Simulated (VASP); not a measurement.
Here is a VASP 6.6.1 calculation.

Contents of INCAR:

```
SYSTEM = AlRu
ALGO = Fast
EDIFF = 1E-6
ENCUT = 520
GGA = PS
ISIF = 2
ISMEAR = 0
LASPH = .True.
LCHARG = .True.
LELF = .True.
LREAL = .False.
LVHAR = .True.
LWAVE = .False.
NBANDS = 16
NELM = 80
PREC = Accurate
SIGMA = 0.15
```

The input KPOINTS:

```
k-points
0
Gamma
  20 20 20
  0 0 0
```

Contents of POSCAR:

```
AlRu
1.0
    2.9764078228      0.0000000000      0.0000000000
    0.0000000000      3.0210539401      0.0000000000
    0.0000000000      0.0000000000      2.9764078228
Al Ru
1 1
Direct
    0.0000000000      0.0000000000      0.0000000000
    0.5000000000      0.5000000000      0.5000000000
```

Potentials or basis: VASP PAW PBE potentials, release 64 (Al, Ru_pv).

The run is started by

```bash
$ cat potpaw_PBE.64/Al/POTCAR potpaw_PBE.64/Ru_pv/POTCAR > POTCAR
$ mpirun -np 1 vasp_std > vasp.out
```

Task: Predict the pressure.

Result: -3.2 GPa.

Task: Estimate the band gap on the k mesh.

Result: Zero (an odd number of electrons rules out a gap without spin polarisation).

Stress tensor (GPa, compression positive):
```
-2.32  0.00  0.00
 0.00 -4.83  0.00
 0.00  0.00 -2.32
```

Caveat: the cell differs from its parent crystal (strain +0.0150 x Voigt [0, 1, 0, 0, 0, 0]); the cell stands under tension; the PAW data sets were made with another functional, which shifts forces and pressure a little.
